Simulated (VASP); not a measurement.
Input of a VASP 6.6.1 run:

File INCAR:

```
SYSTEM = SnSe
  PREC = Accurate
  ENCUT = 500
  EDIFF = 1E-6
  ISMEAR = -1
  SIGMA = 0.02
  LREAL = .False.
  LASPH = .True.
  NELM = 120
  ALGO = Normal
  ISIF = 2
  LWAVE = .False.
  LCHARG = .True.
  GGA = PE
  IVDW = 12
  LELF = .True.
  LVHAR = .True.
  NBANDS = 50
  GGA_COMPAT = .False.
```

KPOINTS

```
Automatic mesh
0
Gamma
  2 6 6
  0 0 0
```

File POSCAR:

```
SnSe
1.0
   11.5409843982      0.0000000000      0.0000000000
    0.0000000000      4.1747053106      0.0000000000
    0.0000000000      0.0000000000      4.3783148136
Sn Se
4 4
Direct
    0.1187740233      0.2500000000      0.0923510059
    0.3812259767      0.7500000000      0.5923510059
    0.6187740233      0.2500000000      0.4076489941
    0.8812259767      0.7500000000      0.9076489941
    0.3566783342      0.2500000000      0.0205842988
    0.1433216658      0.7500000000      0.5205842988
    0.8566783342      0.2500000000      0.4794157012
    0.6433216658      0.7500000000      0.9794157012
```

Potentials or basis: VASP PAW PBE potentials, release 64 (Sn_d, Se).

Launch:

```console
$ cat potpaw_PBE.64/Sn_d/POTCAR potpaw_PBE.64/Se/POTCAR > POTCAR
$ mpirun -np 1 vasp_std > vasp.out
```

(1) What does it give for the largest force?

(2) Estimate the pressure.

(3) Estimate the dispersion energy per atom.

(4) Estimate the band gap on the k mesh.

Results:

(1) 0.015 eV/Å.

(2) 0.0 GPa.

(3) -0.367 eV.

(4) 0.47 eV, indirect (least direct gap 0.57 eV).

Caveat: spin-orbit coupling is left out, which moves the levels of the heavy elements.

**The experiment to reproduce.**

“Linear dichroism of the optical properties of SnS and SnSe van der Waals crystals”, 2024, arxiv:2409.17412 reports, for a bulk crystal of SnSe at 20 K: band gap 0.99 eV (indirect).

Measured gap of SnSe: 0.99 eV (indirect; 20 K; “Linear dichroism of the optical properties of SnS and SnSe van der Waals crystals”, 2024, arxiv:2409.17412). This calculation gives 0.47 eV (-0.52 eV). 2 values of this kind are on record (0.89 to 0.99 eV); this one was drawn at random. Spin-orbit coupling on Se, Sn is left out. The value is that of PBE+D3(BJ) on a finite k mesh, which can miss the band edges, without temperature or zero-point motion. Semilocal functionals fall short of measured gaps as a rule.
